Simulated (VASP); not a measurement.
# Pt (Fm-3m) in VASP: notebook

Pt is run at these levels: LDA; tasks: single point, relaxation of volume and atoms at fixed shape.

All numbers are computed with VASP 6.6.1; they aren't measurements. Logs are shortened: lines on timing, memory, paths and dates and some standing lists are left out, and cuts for length are marked.

### 1 The cell of the first run

The structure is cubic, space group Fm-3m (No. 225). Conventional cell: a = 3.894 Å, b = 3.894 Å, c = 3.894 Å, α = 90.00°, β = 90.00°, γ = 90.00°. Pt (site symmetry m-3m) has 12 Pt at 2.75 Å within 3.6 Å.

### 2 Single point, LDA

File INCAR:

```
SYSTEM = Pt
ALGO = Normal
EDIFF = 1E-6
ENCUT = 500
GGA_COMPAT = .False.
ISIF = 2
ISMEAR = -1
LASPH = .True.
LCHARG = .False.
LREAL = .False.
LWAVE = .False.
NBANDS = 11
NELM = 120
PREC = Accurate
SIGMA = 0.1
```

File KPOINTS:

```
k-points
0
Gamma
  11 11 11
  0 0 0
```

File POSCAR:

```
Pt
1.0
    0.0000000000      1.9470432432      1.9470432432
    1.9470432432      0.0000000000      1.9470432432
    1.9470432432      1.9470432432      0.0000000000
Pt
1
Direct
    0.0000000000      0.0000000000      0.0000000000
```

Potentials or basis: VASP PAW LDA potentials, release 64 (Pt).

On the command line:

```bash
$ cat potpaw_LDA.64/Pt/POTCAR > POTCAR
$ mpirun -np 1 vasp_std > vasp.out
```

OUTCAR:

```text
SYSTEM = Pt
   EDIFF = 1E-6
   ENCUT = 500
   ISIF = 2
   ISMEAR = -1
   LASPH = .True.
   LREAL = .False.
   NELM = 120
   PREC = Accurate

 ion  position               nearest neighbor table
   1  0.000  0.000  0.000-

  LATTYP: Found a face centered cubic cell.
 ALAT       =     3.8940864864

  Lattice vectors:

 A1 = (   0.0000000000,   1.9470432432,   1.9470432432)
 A2 = (   1.9470432432,   0.0000000000,   1.9470432432)
 A3 = (   1.9470432432,   1.9470432432,   0.0000000000)

Analysis of symmetry for initial positions (statically):
=====================================================================
 Subroutine PRICEL returns:
 Original cell was already a primitive cell.

 Routine SETGRP: Setting up the symmetry group for a
 face centered cubic supercell.

 Subroutine GETGRP returns: Found 48 space group operations
 (whereof 48 operations were pure point group operations)
 out of a pool of 48 trial point group operations.

The static configuration has the point symmetry O_h .

Analysis of symmetry for dynamics (positions and initial velocities):
=====================================================================
 Subroutine PRICEL returns:
 Original cell was already a primitive cell.

 Routine SETGRP: Setting up the symmetry group for a
 face centered cubic supercell.

 Subroutine GETGRP returns: Found 48 space group operations
 (whereof 48 operations were pure point group operations)
 out of a pool of 48 trial point group operations.

The dynamic configuration has the point symmetry O_h .

 Subroutine INISYM returns: Found 48 space group operations
 (whereof 48 operations are pure point group operations),
 and found     1 'primitive' translations

----------------------------------------------------------------------------------------

                                     Primitive cell

  volume of cell :      14.7624

  direct lattice vectors                    reciprocal lattice vectors
     0.000000000  1.947043243  1.947043243    -0.256799638  0.256799638  0.256799638
     1.947043243  0.000000000  1.947043243     0.256799638 -0.256799638  0.256799638
     1.947043243  1.947043243  0.000000000     0.256799638  0.256799638 -0.256799638

  length of vectors
     2.753534961  2.753534961  2.753534961     0.444790020  0.444790020  0.444790020

  position of ions in fractional coordinates (direct lattice)
     0.000000000  0.000000000  0.000000000

  ion indices of the primitive-cell ions
   primitive index   ion index
                 1           1

[... 71 lines left out ...]
   EDIFF  = 0.1E-05   stopping-criterion for ELM
   LREAL  =      F    real-space projection
   EDIFFG = 0.1E-04   stopping-criterion for IOM
   NSW    =      0    number of steps for IOM
   IBRION =     -1    ionic relax: 0-MD 1-quasi-New 2-CG
   NFREE  =      0    steps in history (QN), initial steepest desc. (CG)
   ISIF   =      2    stress and relaxation
   ISYM   =      2    0-nonsym 1-usesym 2-fastsym
   POTIM  = 0.5000    time-step for ionic-motion
   TEBEG  =    0.0;   TEEND  =   0.0 temperature during run
   PSTRESS=    0.0 pullay stress
   NELECT =      10.0000    total number of electrons
   NUPDOWN=      -1.0000    fix difference up-down
   EMIN   =  10.00;   EMAX   =-10.00  energy-range for DOS
   EFERMI =   0.00;   METHOD = LEGACY
   ISMEAR =    -1;   SIGMA  =   0.10  broadening in eV -4-tet -1-fermi 0-gaus
   EFERMI_NEDOS =   21; number of points for ismear=-14 and -15
   IALGO  =     38    algorithm
   IMIX   =      4    mixing-type and parameters
     AMIX     =   0.40;   BMIX     =  1.00
     AMIX_MAG =   1.60;   BMIX_MAG =  1.00
  volume/ion in A,a.u.               =      14.76        99.62
  Fermi-wavevector in a.u.,A,eV,Ry     =   1.437769  2.716990 28.125703  2.067181
  Thomas-Fermi vector in A             =   2.556810
   LORBIT       =      0    0 simple, 1 ext, 2 COOP (PROOUT), +10 PAW based schemes
   GGA     = CA    functional components
   LHFCALC =     F    Hartree Fock is set to
   AEXX    =    0.0000 exact exchange contribution
   IVDW    =     0    specifies the selected vdW correction
   LEPSILON=     F    determine dielectric tensor
   LRPA    =     F    only Hartree local field effects (RPA)
 non-spin polarized calculation
  energy-cutoff  :      500.00
  volume of cell :       14.76
 maximum number of plane-waves:       383
   NGX =  9   NGY =  9   NGZ =  9

 number of electron      10.0000000 magnetization

 Free energy of the ion-electron system (eV)
  ---------------------------------------------------
  ext. energy  EPLUGINS =         0.00000000
  ---------------------------------------------------
  free energy    TOTEN  =        -7.54316547 eV

  energy without entropy =       -7.48957335  energy(sigma->0) =       -7.51636941

 E-fermi :  11.5351     XC(G=0): -13.8126

 val. band max:       11.5206691106   @ k =   0.4545   0.0000   0.0000
 cond. band min:      11.5452340052   @ k =   0.4545   0.4545   0.0000
 fundamental gap:      0.0245648946
 Fermi energy:        11.5351372719

 k-point     1 :       0.0000    0.0000    0.0000
  band No.  band energies     occupation
      1       1.0733      2.00000
      2       7.6020      2.00000
      3       7.6020      2.00000
      4       7.6020      2.00000
      5       9.8724      2.00000
      6       9.8724      2.00000
      7      26.1190      0.00000
      8      31.1628      0.00000
      9      31.1628      0.00000
     10      31.1628      0.00000
     11      36.6964      0.00000
[... 309 lines left out ...]
 k-point    24 :      -0.1818    0.1818    0.0000
  band No.  band energies     occupation
      1       4.0640      2.00000
      2       6.6580      2.00000
      3       7.8132      2.00000
      4       8.8228      2.00000
      5       8.9074      2.00000
      6      11.4735      1.29879
      7      25.1570      0.00000
      8      27.8356      0.00000
      9      30.6433      0.00000
     10      31.7285      0.00000
     11      36.4474      0.00000

 [... further k-points ...]
[... 5 lines left out ...]
  --------------------------------------------------------------------------------------
  -------------------------------------------------------------------------------------
  Total        0.0727790      0.0727790      0.0727790      0.0000000      0.0000000      0.0000000
  in kB        7.8987791      7.8987791      7.8987791      0.0000000      0.0000000      0.0000000
  external PRESSURE =       7.8987791 kB  Pullay stress =       0.0000000 kB

 VOLUME and BASIS-vectors are now :
 -----------------------------------------------------------------------------
  energy-cutoff  :      500.00
  volume of cell :       14.76
      direct lattice vectors                 reciprocal lattice vectors
     0.000000000  1.947043243  1.947043243    -0.256799638  0.256799638  0.256799638
     1.947043243  0.000000000  1.947043243     0.256799638 -0.256799638  0.256799638
     1.947043243  1.947043243  0.000000000     0.256799638  0.256799638 -0.256799638

 POSITION                                       TOTAL-FORCE (eV/Angst)
 -----------------------------------------------------------------------------------
      0.00000      0.00000      0.00000         0.000000     -0.000000      0.000000
 -----------------------------------------------------------------------------------
    total drift:                                0.000000      0.000000      0.000000

  FREE ENERGIE OF THE ION-ELECTRON SYSTEM (eV)
  ---------------------------------------------------
  free  energy   TOTEN  =        -7.5431654684 eV

  energy  without entropy=       -7.4895733470  energy(sigma->0) =       -7.51636941
```

OSZICAR:

```text
N       E                     dE             d eps       ncg     rms          rms(c)
DAV:   1     0.385523608580E+02    0.38552E+02   -0.52445E+03  1248   0.815E+02
DAV:   2    -0.736961225763E+01   -0.45922E+02   -0.43997E+02  1418   0.176E+02
DAV:   3    -0.797677038213E+01   -0.60716E+00   -0.60351E+00  1430   0.192E+01
DAV:   4    -0.797899934004E+01   -0.22290E-02   -0.22288E-02  1438   0.139E+00
DAV:   5    -0.797901609214E+01   -0.16752E-04   -0.16751E-04  1436   0.111E-01    0.141E+01
DAV:   6    -0.759484048534E+01    0.38418E+00   -0.85983E-01  1334   0.734E+00    0.726E+00
DAV:   7    -0.754793831325E+01    0.46902E-01   -0.15294E-01  1412   0.299E+00    0.258E+00
DAV:   8    -0.754333767719E+01    0.46006E-02   -0.59384E-03  1334   0.733E-01    0.577E-01
DAV:   9    -0.754316184768E+01    0.17583E-03   -0.96614E-05  1382   0.952E-02    0.156E-02
DAV:  10    -0.754316540848E+01   -0.35608E-05   -0.21738E-06  1442   0.101E-02    0.185E-03
DAV:  11    -0.754316546844E+01   -0.59967E-07   -0.50816E-08   739   0.199E-03
   1 F= -.75431655E+01 E0= -.75163694E+01  d E =-.535921E-01
```

It took 13 s on 1 thread of Intel Xeon 8259CL, shared host; peak memory 0.12 GiB.

Results:

```yaml
Free_energy: -7.5432 eV
Pressure: 0.8 GPa
Band_gap_on_the_k_mesh: zero (band 5 reaches 11.97 eV, above the bottom of band 6 at 9.78 eV)
```

Levels at points of the mesh, in eV from the Fermi level:
| k point | band 2 | band 3 | band 4 | band 5 | band 6 | band 7 | band 8 | band 9 |
| --- | --- | --- | --- | --- | --- | --- | --- | --- |
| (0.00, 0.00, 0.00) | -3.93 | -3.93 | -3.93 | -1.66 | -1.66 | 14.58 | 19.63 | 19.63 |

Caveat: spin-orbit coupling is left out, which moves the levels of the heavy elements.

### 3 Relaxation of volume and atoms at fixed shape, LDA

This run uses another cell than the first one, of 15.08 Å³/atom, 1.022 times its volume.

File INCAR:

```
SYSTEM = Pt
  PREC = Accurate
  ENCUT = 500
  EDIFF = 1E-7
  ISMEAR = -1
  SIGMA = 0.1
  LREAL = .FALSE.
  LASPH = .TRUE.
  NELM = 120
  ALGO = Normal
  ISIF = 8
  LWAVE = .FALSE.
  LCHARG = .FALSE.
  GGA = CA
  IBRION = 2
  NSW = 50
  EDIFFG = -0.03
  GGA_COMPAT = .FALSE.
  NELMIN = 4
```

File KPOINTS:

```
Automatic mesh
0
G
  11 11 11
  0 0 0
```

File POSCAR:

```
Pt
1.0
    0.0000000000      1.9609000000      1.9609000000
    1.9609000000      0.0000000000      1.9609000000
    1.9609000000      1.9609000000      0.0000000000
Pt
1
Direct
    0.0000000000      0.0000000000      0.0000000000
```

Potentials or basis: VASP PAW LDA potentials, release 64 (Pt).

On the command line:

```bash
$ cat potpaw_LDA.64/Pt/POTCAR > POTCAR
$ mpirun -np 1 vasp_std > vasp.out
```

Run time: 24 s. Hardware: 1 thread of Intel Xeon 8259CL, shared host; peak memory 0.13 GiB.

The run converged. Its results:

```
Free energy                            : -7.5435 eV
Relaxed volume                         : 14.81 Å³/atom
Relaxed cell                           : a = 2.756 Å, b = 2.756 Å, c = 2.756 Å, α = 60.00°, β = 60.00°, γ = 60.00°
Space group after relaxing (to 0.05 Å) : Fm-3m (No. 225)
Energy gained by relaxing              : 4.9 meV/atom
Ionic steps                            : 3
Pressure after relaxing                : -0.1 GPa
Band gap on the k mesh                 : zero (band 5 reaches 11.91 eV, above the bottom of band 6 at 9.73 eV)
```

Step by step:
| step | energy change (eV) | largest force (eV/Å) | pressure (GPa) | volume (Å³) |
| --- | --- | --- | --- | --- |
| 1 | 0.0000 | 0.0000 | -5.45 | 15.08 |
| 2 | 0.0431 | 0.0000 | 20.11 | 13.99 |
| 3 | -0.0049 | 0.0000 | -0.13 | 14.81 |

Final structure:
```
CELL_PARAMETERS angstrom
0.00000 1.94896 1.94896
1.94896 0.00000 1.94896
1.94896 1.94896 0.00000
ATOMIC_POSITIONS crystal
Pt 0.00000 0.00000 0.00000
```

Levels at points of the mesh, in eV from the Fermi level:
| k point | band 3 | band 4 | band 5 | band 6 | band 7 | band 8 |
| --- | --- | --- | --- | --- | --- | --- |
| (0.00, 0.00, 0.00) | -3.91 | -3.91 | -1.65 | -1.65 | 14.59 | 19.62 |

Caveat: spin-orbit coupling is left out, which moves the levels of the heavy elements.
